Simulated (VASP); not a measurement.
Crystal: AgB2.

```
CELL_PARAMETERS angstrom
3.00000 0.00000 0.00000
-1.50000 2.59808 0.00000
0.00000 0.00000 3.24000
ATOMIC_POSITIONS crystal
Ag 0.00000 0.00000 0.00000
B 0.33333 0.66667 0.50000
B 0.66667 0.33333 0.50000
```

```yaml
Program: VASP 6.6.1
Task: relaxation of cell and atoms
Functional: PBE
Potentials_or_basis: VASP PAW PBE potentials, release 64 (Ag, B)
Cutoff: 600 eV
k_mesh: 14 × 14 × 11
Occupations: fermi-dirac, width 0.05 eV
Spin: no spin polarisation
```

At the start: pressure 53.8 GPa; volume 8.42 Å³/atom.

Question: Where does the relaxation end?

Answer: Over 11 steps the energy falls by 436.2 meV/atom and the volume is 10.69 Å³/atom (+27.0 %); space group P6/mmm (No. 191, to 0.1 Å) before and after.

Step by step:
```
step  energy change (eV)  largest force (eV/Å)  pressure (GPa)  volume (Å³)
   1              0.0000                0.0000           53.75        25.25
   2             -0.6654                0.0000          -19.51        36.98
   3             -0.9754                0.0000           -3.39        31.79
   4             -1.2180                0.0000           -1.41        31.74
   5             -1.2932                0.0000            4.15        31.45
   6             -1.3047                0.0000            2.31        31.55
   7             -1.3046                0.0000            2.50        31.54
   8             -1.3074                0.0000           -1.25        32.37
   9             -1.3087                0.0000            0.07        32.07
  10             -1.3087                0.0000            0.01        32.08
  11             -1.3087                0.0000           -0.03        32.08
```

Final structure:
```xyz
3
Lattice="3.0210 0.0000 0.0000 -1.5105 2.6162 0.0000 0.0000 0.0000 4.0595" Properties=species:S:1:pos:R:3 pbc="T T T"
Ag    0.0000    0.0000    0.0000
B     0.0000    1.7442    2.0297
B     1.5105    0.8721    2.0297
```

Caveat: the volume moved by over 15 % at a fixed basis, so the end points are rough.
